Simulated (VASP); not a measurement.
Input of a VASP 6.6.1 run:

The input INCAR:

```
PREC     = Accurate       # precision mode
ENCUT    = 520            # plane-wave cutoff, eV
EDIFF    = 1E-8           # SCF threshold, eV
ISMEAR   = 0              # smearing method
SIGMA    = 0.01           # smearing width, eV
LREAL    = F              # projectors in reciprocal space
LASPH    = T              # aspherical terms in the spheres
NELM     = 100            # most SCF steps
ALGO     = Normal         # electronic algorithm
ISIF     = 2              # what is computed and relaxed
LWAVE    = F              # write WAVECAR
LCHARG   = F              # write CHGCAR
GGA      = PS             # functional
NBANDS   = 15             # bands
IBRION   = 8              # ionic algorithm
NSW      = 1              # ionic steps
LEPSILON = T              # dielectric tensor by DFPT
```

File KPOINTS:

```
Automatic mesh
0
Gamma
  8 8 8
```

Contents of POSCAR:

```
CaO
1.0
    0.0000000000      2.3835783342      2.3835783342
    2.3835783342      0.0000000000      2.3835783342
    2.3835783342      2.3835783342      0.0000000000
Ca O
1 1
Direct
    0.0000000000      0.0000000000      0.0000000000
    0.5000000000      0.5000000000      0.5000000000
```

Potentials or basis: VASP PAW PBE potentials, release 64 (Ca_sv, O).

Run with:

```bash
$ cat potpaw_PBE.64/Ca_sv/POTCAR potpaw_PBE.64/O/POTCAR > POTCAR
$ mpirun -np 1 vasp_std > vasp.out
```

(1) What does it give for the electronic dielectric tensor (diagonal)?

(2) Predict the Born charges (mean of the diagonal).

(3) Estimate the highest phonon frequency at Γ, LO-TO splitting left out.

## Answers

(1) 3.86.

(2) Ca +2.36; O -2.36 e.

(3) 279 cm⁻¹.
